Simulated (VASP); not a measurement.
# Ti8HO16 (a cell with a defect) (Rutile) in VASP: further runs, part 2 of 3

VASP 6.6.1. Earlier steps stand in the parts before.

## Step 3: Single point, PBE

File INCAR:

```
SYSTEM = Ti8HO16
  PREC = Accurate
  ENCUT = 520
  EDIFF = 1E-6
  ISMEAR = 0
  SIGMA = 0.02
  LREAL = Auto
  LASPH = .TRUE.
  NELM = 100
  ALGO = Normal
  ISIF = 2
  LWAVE = .FALSE.
  LCHARG = .FALSE.
  GGA = PE
  NELECT = 192.0
  NBANDS = 114
```

File KPOINTS:

```
Automatic mesh
0
G
  3 3 3
  0 0 0
```

File POSCAR:

```
Ti8HO16
1.0
   -4.6432750091     -4.6432750091      0.0000000000
   -4.6432750091      4.6432750091      0.0000000000
    4.6432750091      0.0000000000     -5.9277640437
Ti O H
8 16 1
Direct
    0.2385781219      0.2438203270      0.5000629205
    1.0228237615     -0.0262312677     -0.0006228318
    0.7382406318      0.7419744188      0.4984670406
    0.4975377812      0.5240697010     -0.0007711171
    0.1250996399      0.6010410811      0.2451067535
    0.8794023230      0.3550851125      0.7548007928
    0.6204432280      0.1415870337      0.2672906661
    0.3532469542      0.8756762730      0.7325617160
    0.4451822150      0.7564241718      0.5004566609
    0.1952859276      0.5076083718     -0.0000074227
    0.9447721701      0.2556514538      0.4996975214
    0.7080474364      0.0365588871      0.0002351646
    0.1221755719      0.9306605298      0.2510752771
    0.8709330350      0.6792724079      0.7487349306
    0.6199032040      0.4331785327      0.2504753882
    0.3696331522      0.1832502655      0.7498228619
    0.0536169268      0.7463402726      0.4964220874
    0.8042783372      0.4851309688      0.0001899536
    0.5572573076      0.2494676554      0.5036470713
    0.3124297462     -0.0045040983      0.0000074227
    0.1357160081      0.3193258521      0.2506837298
    0.8852262723      0.0686778248      0.7498319716
    0.6309114430      0.8258208546      0.2484866113
    0.3824205353      0.5775627568      0.7514393230
    0.7261274036      0.1862939897      1.0008684482
```

Potentials or basis: VASP PAW PBE potentials, release 64 (Ti_sv, O, H).

On the command line:

```console
$ cat potpaw_PBE.64/Ti_sv/POTCAR potpaw_PBE.64/O/POTCAR potpaw_PBE.64/H/POTCAR > POTCAR
$ mpirun -np 1 vasp_std > vasp.out
```

OUTCAR:

```text
SYSTEM = Ti8HO16
   PREC = Accurate
   ENCUT = 520
   EDIFF = 1E-6
   ISMEAR = 0
   LREAL = Auto
   LASPH = .TRUE.
   NELM = 100
   ISIF = 2
   GGA = PE
   NELECT = 192.0

 ion  position               nearest neighbor table
   1  0.239  0.244  0.500-  16 1.92  13 1.93  11 1.93  21 1.98  24 2.03  19 2.08
   2  0.023  0.974  0.999-  14 1.86  13 1.87  20 1.90  22 2.07  21 2.08  12 2.11
   3  0.738  0.742  0.498-  15 1.91  14 1.93   9 1.93  22 2.00  23 2.02  17 2.08
   4  0.498  0.524  0.999-  24 1.88  23 1.88  10 1.99  18 2.03  16 2.05  15 2.06
   5  0.125  0.601  0.245-  21 1.87  10 1.94  18 1.95  17 1.98   9 1.98  13 2.15   8 2.90   6 2.91

   6  0.879  0.355  0.755-  22 1.87  10 1.94  18 1.95  19 1.97  11 1.98  14 2.15   7 2.90   5 2.91

   7  0.620  0.142  0.267-  19 1.84  11 1.94  20 1.96  15 1.97  23 2.02  12 2.16   6 2.90
   8  0.353  0.876  0.733-  17 1.84   9 1.94  20 1.96  16 1.97  24 2.03  12 2.16   5 2.90
   9  0.445  0.756  0.500-   3 1.93   8 1.94   5 1.98
  10  0.195  0.508  1.000-   5 1.94   6 1.94   4 1.99
  11  0.945  0.256  0.500-   1 1.93   7 1.94   6 1.98
  12  0.708  0.037  0.000-  25 0.99   2 2.11   7 2.16   8 2.16
  13  0.122  0.931  0.251-   2 1.87   1 1.93   5 2.15
  14  0.871  0.679  0.749-   2 1.86   3 1.93   6 2.15
  15  0.620  0.433  0.250-   3 1.91   7 1.97   4 2.06
  16  0.370  0.183  0.750-   1 1.92   8 1.97   4 2.05
  17  0.054  0.746  0.496-   8 1.84   5 1.98   3 2.08
  18  0.804  0.485  0.000-   6 1.95   5 1.95   4 2.03
  19  0.557  0.249  0.504-   7 1.84   6 1.97   1 2.08
  20  0.312  0.995  0.000-   2 1.90   7 1.96   8 1.96
  21  0.136  0.319  0.251-   5 1.87   1 1.98   2 2.08
  22  0.885  0.069  0.750-   6 1.87   3 2.00   2 2.07
  23  0.631  0.826  0.248-   4 1.88   7 2.02   3 2.02
  24  0.382  0.578  0.751-   4 1.88   1 2.03   8 2.03
  25  0.726  0.186  0.001-  12 0.99

  LATTYP: Found a body centered tetragonal cell.
 ALAT       =     6.5665824917
 C/A-ratio  =     1.8054335116

  Lattice vectors:

 A1 = (   0.0000000000,  -4.6432750091,   5.9277640437)
 A2 = (   0.0000000000,   4.6432750091,   5.9277640437)
 A3 = (  -4.6432750091,   0.0000000000,  -5.9277640437)

Analysis of symmetry for initial positions (statically):
=====================================================================
 Subroutine PRICEL returns:
 Original cell was already a primitive cell.

 Routine SETGRP: Setting up the symmetry group for a
 body centered tetragonal supercell.

 Subroutine GETGRP returns: Found  1 space group operations
 (whereof  1 operations were pure point group operations)
 out of a pool of 16 trial point group operations.

The static configuration has the point symmetry C_1 .

Analysis of symmetry for dynamics (positions and initial velocities):
=====================================================================
 Subroutine PRICEL returns:
 Original cell was already a primitive cell.

 Routine SETGRP: Setting up the symmetry group for a
 body centered tetragonal supercell.

 Subroutine GETGRP returns: Found  1 space group operations
 (whereof  1 operations were pure point group operations)
 out of a pool of 16 trial point group operations.

The dynamic configuration has the point symmetry C_1 .

 Subroutine INISYM returns: Found  1 space group operations
 (whereof  1 operations are pure point group operations),
 and found     1 'primitive' translations

[... 108 lines left out ...]
  0.000000  0.000000  0.333333      2.000000
  0.333333  0.000000  0.333333      2.000000
  0.000000 -0.333333 -0.333333      2.000000
   k-points           NKPTS =     14   k-points in BZ     NKDIM =     14   number of bands    NBANDS=    114
   number of dos      NEDOS =    301   number of ions     NIONS =     25
   total plane-waves  NPLWV = 140000
   dimension x,y,z NGX =    50 NGY =   50 NGZ =   56
   dimension x,y,z NGXF=   100 NGYF=  100 NGZF=  112
   ions per type =               8  16   1
   NGX,Y,Z   is equivalent  to a cutoff of  12.66, 12.66, 12.36 a.u.
   NGXF,Y,Z  is equivalent  to a cutoff of  25.32, 25.32, 24.73 a.u.
 SYSTEM =  Ti8HO16
   PREC   = accura    normal or accurate (medium, high low for compatibility)
   ISTART =      0    job   : 0-new  1-cont  2-samecut
   ICHARG =      2    charge: 1-file 2-atom 10-const
   ISPIN  =      1    spin polarized calculation?
   LNONCOLLINEAR =      F non collinear calculations
   LSORBIT =      F    spin-orbit coupling
   LASPH  =      T    aspherical Exc in radial PAW
   ENCUT  =  520.0 eV  38.22 Ry    6.18 a.u.  12.21 12.21 14.00*2*pi/ulx,y,z
   NELM   =    100;   NELMIN=  2; NELMDL= -5     # of ELM steps
   EDIFF  = 0.1E-05   stopping-criterion for ELM
   LREAL  =      T    real-space projection
   EDIFFG = 0.1E-04   stopping-criterion for IOM
   NSW    =      0    number of steps for IOM
   IBRION =     -1    ionic relax: 0-MD 1-quasi-New 2-CG
   NFREE  =      0    steps in history (QN), initial steepest desc. (CG)
   ISIF   =      2    stress and relaxation
   ISYM   =      2    0-nonsym 1-usesym 2-fastsym
   POTIM  = 0.5000    time-step for ionic-motion
   TEBEG  =    0.0;   TEEND  =   0.0 temperature during run
   PSTRESS=    0.0 pullay stress
   NELECT =     192.0000    total number of electrons
   NUPDOWN=      -1.0000    fix difference up-down
   EMIN   =  10.00;   EMAX   =-10.00  energy-range for DOS
   EFERMI =   0.00;   METHOD = LEGACY
   ISMEAR =     0;   SIGMA  =   0.02  broadening in eV -4-tet -1-fermi 0-gaus
   EFERMI_NEDOS =   21; number of points for ismear=-14 and -15
   IALGO  =     38    algorithm
   IMIX   =      4    mixing-type and parameters
     AMIX     =   0.40;   BMIX     =  1.00
     AMIX_MAG =   1.60;   BMIX_MAG =  1.00
  volume/ion in A,a.u.               =      10.22        69.00
  Fermi-wavevector in a.u.,A,eV,Ry     =   1.488168  2.812230 30.132066  2.214644
  Thomas-Fermi vector in A             =   2.601237
   LORBIT       =      0    0 simple, 1 ext, 2 COOP (PROOUT), +10 PAW based schemes
   GGA     = PE    functional components
   LHFCALC =     F    Hartree Fock is set to
   AEXX    =    0.0000 exact exchange contribution
   IVDW    =     0    specifies the selected vdW correction
   LEPSILON=     F    determine dielectric tensor
   LRPA    =     F    only Hartree local field effects (RPA)
 non-spin polarized calculation
 Gauss-broadening in eV      SIGMA  =   0.02
  energy-cutoff  :      520.00
  volume of cell :      255.61
 maximum number of plane-waves:      6906
 NGX is ok and might be reduce to    50
   NGX = 25   NGY = 25   NGZ = 27

 number of electron     191.9999985 magnetization

 Free energy of the ion-electron system (eV)
  ---------------------------------------------------
  ext. energy  EPLUGINS =         0.00000000
  ---------------------------------------------------
  free energy    TOTEN  =      -224.51362452 eV

  energy without entropy =     -224.51362452  energy(sigma->0) =     -224.51362452

 E-fermi :   4.5990     XC(G=0): -11.2769

 val. band max:        4.5044416473   @ k =   0.0000   0.0000   0.0000
 cond. band min:       6.5718488548   @ k =   0.0000   0.0000   0.0000
 fundamental gap:      2.0674072076
 Fermi energy:         4.5989526873

 k-point     1 :       0.0000    0.0000    0.0000
  band No.  band energies     occupation
      1     -52.2743      2.00000
      2     -52.2677      2.00000
      3     -52.2574      2.00000
      4     -52.2502      2.00000
      5     -52.2029      2.00000
      6     -52.1803      2.00000
[... 1543 lines left out ...]
    107       7.6332      0.00000
    108       7.6864      0.00000
 [bands above 108 left out]

------------------------ aborting loop because EDIFF is reached ----------------------------------------

  FORCE on cell =-STRESS in cart. coord.  units (eV):
  Direction    XX          YY          ZZ          XY          YZ          ZX
  --------------------------------------------------------------------------------------
  -------------------------------------------------------------------------------------
  Total       -7.5238091     -4.2549325     -2.1476008      2.3008452     -0.0018726      0.0057878
  in kB      -47.1605250    -26.6706464    -13.4615299     14.4220922     -0.0117377      0.0362788
  external PRESSURE =     -29.0975671 kB  Pullay stress =       0.0000000 kB

 VOLUME and BASIS-vectors are now :
 -----------------------------------------------------------------------------
  energy-cutoff  :      520.00
  volume of cell :      255.61
      direct lattice vectors                 reciprocal lattice vectors
    -4.643275009 -4.643275009  0.000000000    -0.107682616 -0.107682616 -0.084348836
    -4.643275009  4.643275009  0.000000000    -0.107682616  0.107682616 -0.084348836
     4.643275009  0.000000000 -5.927764044     0.000000000  0.000000000 -0.168697673

 POSITION                                       TOTAL-FORCE (eV/Angst)
 -----------------------------------------------------------------------------------
      0.08202      0.02434     -2.96425        -0.032964      0.007318     -0.010909
      0.01293      4.41550     -5.92407        -0.005983      0.045150      0.002887
     -4.55853      0.01734     -2.95480        -0.039360      0.016105      0.001850
     -0.10391      0.12320     -5.92319         0.028415     -0.033255      0.000549
     -2.23357      2.20993     -1.45294        -0.040360      0.043247     -0.010791
     -2.22732     -2.43455     -4.47428        -0.042260      0.039705      0.009608
[... 17 lines left out ...]
     -0.96833      0.90610     -4.45435        -0.028505      0.017499      0.038859
     -4.23259     -2.50659     -0.00515        -0.078990      0.066947     -0.000253
 -----------------------------------------------------------------------------------
    total drift:                                0.015953      0.012423      0.019655

  FREE ENERGIE OF THE ION-ELECTRON SYSTEM (eV)
  ---------------------------------------------------
  free  energy   TOTEN  =      -224.5136245231 eV

  energy  without entropy=     -224.5136245231  energy(sigma->0) =     -224.51362452
```

It took 13 min on 1 thread of AMD EPYC 9R45 (Zen 5), shared host; peak memory 0.47 GiB.

Results:

```yaml
Free_energy: -224.5136 eV
Largest_force: 0.104 eV/Å
```

Forces on the atoms (eV/Å):
```
Ti  -0.033  0.007 -0.011
Ti  -0.006  0.045  0.003
Ti  -0.039  0.016  0.002
Ti   0.028 -0.033  0.001
Ti  -0.040  0.043 -0.011
Ti  -0.042  0.040  0.010
Ti  -0.023 -0.029  0.059
Ti  -0.022 -0.033 -0.060
O   -0.011 -0.008  0.007
O   -0.024 -0.030 -0.002
O   -0.011 -0.005 -0.006
O    0.071 -0.044 -0.001
O    0.056 -0.048 -0.026
O    0.054 -0.048  0.025
O    0.008 -0.014  0.028
O    0.011 -0.015 -0.023
O    0.046  0.044  0.037
O    0.044  0.024  0.003
O    0.046  0.048 -0.039
O   -0.013 -0.005  0.002
O    0.014 -0.025  0.006
O    0.020 -0.026 -0.002
O   -0.028  0.012 -0.038
O   -0.029  0.017  0.039
H   -0.079  0.067  0.000
```

Levels at points of the mesh, in eV from the Fermi level:
```csv
k point,band 93,band 94,band 95,band 96,band 97,band 98,band 99,band 100
"(0.00, 0.00, 0.00)",-0.74,-0.73,-0.55,-0.09,1.97,2.26,2.48,2.54
```

Caveat: the cell carries a net charge on a neutralising background, which shifts energy and pressure; the cell is charged against a uniform background, so pressure and absolute levels hang on convention.

## Step 4: Single point, PBE

INCAR: that of step 3 with these lines changed.

```diff
@@ -8,3 +8,3 @@
   LASPH = .TRUE.
-  NELM = 100
+  NELM = 80
   ALGO = Normal
```

KPOINTS is that of step 3.

File POSCAR:

```
Ti8HO16
1.0
    4.6432750182     -4.6432750182      0.0000000000
    4.6432750182      4.6432750182      0.0000000000
   -4.6432750182      0.0000000000      5.9277640358
Ti O H
8 16 1
Direct
    1.0292246163     -0.0216633842     -0.0004639186
    0.2526758171      0.2601108710      0.4998309619
    0.4722518168      0.5037864555     -0.0005450622
    0.7529399776      0.7590274912      0.4990632188
    0.1180337501      0.6449618322      0.2657295382
    0.3998123240      0.8748003425      0.7533788412
    0.6458401452      0.1210039056      0.2467223714
    0.8514126260      0.3788336831      0.7342250761
   -0.0501291663      0.2899206894      0.0000809749
    0.2391568230      0.5548376720      0.4992266868
    0.4883761424      0.8067057684      0.0000011809
    0.7397363035      0.0555991400      0.5008277965
    0.8181042417      0.6390463576      0.2519383348
    0.0710109468      0.8852704910      0.7495161705
    0.3213094925      0.1356973983      0.2503706273
    0.5660529019      0.3872037067      0.7483064395
    0.0113546171      0.6868547733     -0.0000204124
    0.2599479446      0.9455971874      0.5026188597
    0.5291035567      0.1983372346      0.0000944707
    0.7571000489      0.4430182867      0.4974449020
    0.4240560631      0.6120539734      0.2486850001
    0.6813900304      0.8570399750      0.7483204414
    0.9330501981      0.1088461643      0.2519972102
    0.1751936645      0.3633227322      0.7512686020
    0.7996355327      0.2660625717      0.0003438059
```

On the command line:

```console
$ cat potpaw_PBE.64/Ti_sv/POTCAR potpaw_PBE.64/O/POTCAR potpaw_PBE.64/H/POTCAR > POTCAR
$ mpirun -np 1 vasp_std > vasp.out
```

Run time: 21 min. Hardware: 1 thread of Intel Xeon Platinum 8259CL at 2.50GHz (Skylake/Cascade Lake), shared host; peak memory 0.51 GiB.

It converged, with:

```yaml
Free_energy: -224.4839 eV
Largest_force: 0.190 eV/Å
```

Forces on the atoms (eV/Å):
```
Ti  -0.056  0.035  0.008
Ti   0.006  0.024  0.003
Ti   0.013 -0.058  0.004
Ti   0.006  0.034 -0.006
Ti   0.026 -0.046 -0.041
Ti  -0.041  0.067  0.018
Ti  -0.039  0.062 -0.011
Ti   0.031 -0.044  0.035
O    0.151 -0.117  0.000
O   -0.014 -0.015  0.018
O   -0.049 -0.044 -0.002
O   -0.015 -0.015 -0.016
O   -0.036 -0.035 -0.040
O    0.021 -0.069 -0.045
O    0.022 -0.063  0.042
O   -0.042 -0.033  0.034
O   -0.023  0.000  0.000
O    0.030  0.066  0.046
O   -0.109  0.100  0.002
O    0.027  0.062 -0.047
O   -0.041  0.063  0.039
O    0.035 -0.006  0.035
O    0.032 -0.006 -0.034
O   -0.042  0.061 -0.044
H    0.106 -0.025  0.002
```

Levels at points of the mesh, in eV from the Fermi level:
```
           k point  band 94  band 95  band 96  band 97  band 98  band 99
(0.00, 0.00, 0.00)    -0.71    -0.54    -0.15     1.97     2.24     2.44
```

Caveat: the cell carries a net charge on a neutralising background, which shifts energy and pressure; the cell is charged against a uniform background, so pressure and absolute levels hang on convention.

## Step 5: Single point, PBE

INCAR: that of step 4 with these lines changed.

```diff
@@ -3,3 +3,3 @@
   ENCUT = 520
-  EDIFF = 1E-6
+  EDIFF = 1E-7
   ISMEAR = 0
@@ -8,3 +8,3 @@
   LASPH = .TRUE.
-  NELM = 80
+  NELM = 60
   ALGO = Normal
```

File KPOINTS:

```
regular mesh
0
G
  3 3 3
  0 0 0
```

File POSCAR:

```
Ti8HO16
1.0
   -4.6432750091     -4.6432750091      0.0000000000
   -4.6432750091      4.6432750091      0.0000000000
    4.6432750091      0.0000000000     -5.9277640437
Ti O H
8 16 1
Direct
    0.2541699357      0.2508033464      0.4998814018
    1.0075424415     -0.0273882896      0.0000355952
    0.7543092085      0.7509772930      0.5001909621
    0.4827998975      0.5294406843      0.0000222681
    0.1396126174      0.6112489077      0.2616942895
    0.8779008316      0.3495655521      0.7383262842
    0.6221733844      0.1478211232      0.2505204305
    0.3716095583      0.8972962762      0.7495075660
    0.4448945645      0.7620314985      0.5011528762
    0.1872954466      0.5135599898      0.0000026992
    0.9437435227      0.2608916577      0.4988766385
    0.7030852596      0.0462445612      0.0000199063
    0.1093607683      0.9254451037      0.2480906779
    0.8612818695      0.6773666376      0.7519292211
    0.6069325695      0.4347663725      0.2537789947
    0.3531587424      0.1809817771      0.7462349998
    0.0550405191      0.7378273439      0.4988391876
    0.7888650936      0.4354966205      0.0000045548
    0.5562094530      0.2389932646      0.5011783496
    0.3095541715     -0.0125490847      0.0000192315
    0.1453550721      0.3190774983      0.2535396127
    0.8918257634      0.0655481915      0.7464691522
    0.6388391385      0.8218059019      0.2486711666
    0.3901777985      0.5731469309      0.7513542994
    0.7578322908      0.2783530449      1.0000050536
```

On the command line:

```console
$ cat potpaw_PBE.64/Ti_sv/POTCAR potpaw_PBE.64/O/POTCAR potpaw_PBE.64/H/POTCAR > POTCAR
$ mpirun -np 1 vasp_std > vasp.out
```

It took 21 min on 1 thread of AMD EPYC 7R13 (Zen 3), shared host; peak memory 0.49 GiB.

It converged, with:

| Quantity | Value |
| --- | --- |
| Free energy | -224.3398 eV |
| Largest force | 0.714 eV/Å |

Forces in eV/Å, atoms in the order of the input:
```
Ti  -0.066 -0.095 -0.012
Ti   0.026  0.134  0.001
Ti  -0.063 -0.096  0.012
Ti   0.131  0.048  0.000
Ti  -0.095  0.025 -0.091
Ti  -0.092  0.018  0.098
Ti  -0.006 -0.090  0.149
Ti  -0.006 -0.085 -0.151
O   -0.015 -0.050 -0.010
O    0.024  0.028 -0.001
O   -0.017 -0.049  0.013
O    0.427 -0.228  0.001
O    0.087 -0.094 -0.057
O    0.083 -0.091  0.057
O   -0.017  0.015  0.039
O   -0.018  0.016 -0.041
O    0.039  0.017  0.003
O    0.034  0.035 -0.003
O    0.040  0.016 -0.008
O    0.064  0.048  0.003
O    0.044  0.027  0.040
O    0.045  0.026 -0.040
O   -0.014  0.036 -0.049
O   -0.014  0.037  0.048
H   -0.622  0.351 -0.001
```

Levels at points of the mesh, in eV from the Fermi level:
```
           k point  band 94  band 95  band 96  band 97  band 98  band 99
(0.00, 0.00, 0.00)    -0.62    -0.47    -0.18     2.00     2.24     2.42
```

Caveat: the cell carries a net charge on a neutralising background, which shifts energy and pressure; the cell is charged against a uniform background, so pressure and absolute levels hang on convention.

[end of part 2 of 3]
